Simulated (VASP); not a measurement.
Here is a VASP 6.6.1 calculation.

Contents of INCAR:

```
PREC     = Accurate       # precision mode
ENCUT    = 520            # plane-wave cutoff, eV
EDIFF    = 1E-7           # SCF threshold, eV
ISMEAR   = -1             # smearing method
SIGMA    = 0.1            # smearing width, eV
LREAL    = False          # projectors in reciprocal space
LASPH    = True           # aspherical terms in the spheres
NELM     = 150            # most SCF steps
ALGO     = Normal         # electronic algorithm
ISIF     = 2              # what is computed and relaxed
LWAVE    = False          # write WAVECAR
LCHARG   = False          # write CHGCAR
ISPIN    = 2              # spin polarisation
MAGMOM   = 1.5 1.5        # initial moments
LORBIT   = 11             # projections on sites
LMAXMIX  = 4              # l up to which the mixer works
GGA      = CA             # functional
NBANDS   = 21             # bands
```

The input KPOINTS:

```
regular mesh
0
Gamma
  12 12 9
```

The input POSCAR:

```
Ni
1.0
    0.0000000000     -1.7619350000      1.7619350000
    0.0000000000      1.7619350000      1.7619350000
   -3.5238700000      0.0000000000      0.0000000000
Ni
2
Direct
    0.0000000000      0.0000000000      0.0000000000
    0.5000000000      0.5000000000      0.5000000000
```

Potentials or basis: VASP PAW LDA potentials, release 64 (Ni).

Command:

```bash
$ cat potpaw_LDA.64/Ni/POTCAR > POTCAR
$ mpirun -np 1 vasp_std > vasp.out
```

What does it give for the pressure?

-17.4 GPa.

Estimate the net moment.

1.14 μB per cell.

Predict the site moments.

Ni +0.57 μB.

Stress tensor (GPa, compression positive):
```
-17.37   0.00   0.00
  0.00 -17.45   0.00
  0.00   0.00 -17.45
```

Caveat: the cell stands under tension.
